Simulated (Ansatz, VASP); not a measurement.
**Two plane-wave programs on SnSe2**

File INCAR:

```
PREC = Accurate ; ENCUT = 520
EDIFF = 1E-6 ; ISMEAR = 0
SIGMA = 0.05 ; LREAL = False
LASPH = True ; NELM = 80
ALGO = Normal ; ISIF = 2
LWAVE = False ; LCHARG = True
GGA = PE ; LELF = True
LVHAR = True ; NBANDS = 20
```

KPOINTS

```
regular mesh
0
Gamma
  12 12 6
```

POSCAR

```
SnSe2
1.0
    3.8109987816      0.0000000000      0.0000000000
   -1.9054993908      3.3004217586      0.0000000000
    0.0000000000      0.0000000000      6.1370000000
Sn Se
1 2
Direct
    0.0089610722      0.0065599601      0.0035278858
    0.3333333333      0.6666666667      0.2500000000
    0.6666666667      0.3333333333      0.7500000000
```

Input for Ansatz:

```yaml
crystal:
  lattice:
    - [3.8109987816, 0.0, 0.0]
    - [-1.9054993908, 3.3004217586, 0.0]
    - [0.0, 0.0, 6.137]
  atoms:
    - { symbol: Sn, position: [0.0089610722, 0.0065599601, 0.0035278858] }
    - { symbol: Se, position: [0.3333333333, 0.6666666667, 0.25] }
    - { symbol: Se, position: [0.6666666667, 0.3333333333, 0.75] }
basis:
  ecutwfc: 420
kpoints:
  mp_grid: { grid: [12, 12, 6] }
hamiltonian:
  xc: pbe
scf:
  occupations: { method: gaussian, width: 0.05 }
output:
  forces: true
  stress: true
  eigenvalues: true
```

Change from the starting cell: all Sn atoms moved +0.037 Å, as atom 1 along Cartesian [1 1 1].

Alike in both runs: task single point; functional PBE; k mesh 12 × 12 × 6; occupations gaussian, width 0.05 eV; no spin polarisation.

```csv
,VASP,Ansatz
version,VASP 6.6.1,Ansatz 0.2.0
potentials or method,"VASP PAW PBE potentials, release 64 (Sn_d, Se), cutoff 520 eV","scalar-relativistic, plane waves, PAW"
valence electrons in the cell,26,46
```

Ansatz gave:

- gap on the k mesh at the Fermi level (eV): 0.71
- least direct gap on the mesh (eV): 1.10
- pressure (GPa): 5.3
- traceless stress, the component that is largest in VASP (GPa): 0.88
- rms of the force components (eV/Å): 0.381

**Question.** What did VASP give for the same quantities?

**Answer.** gap on the k mesh at the Fermi level (eV): 0.70; least direct gap on the mesh (eV): 1.09; pressure (GPa): 5.4; traceless stress, the component that is largest in VASP (GPa): 0.89; rms of the force components (eV/Å): 0.388.

Atom by atom the forces differ by 0.008 eV/Å (rms over components). With one functional, cell and mesh, what is left measures potentials, basis and numerics. VASP's potentials hold 26 valence electrons a cell and Ansatz's 46, so a difference there can come from the potentials and not from the codes.
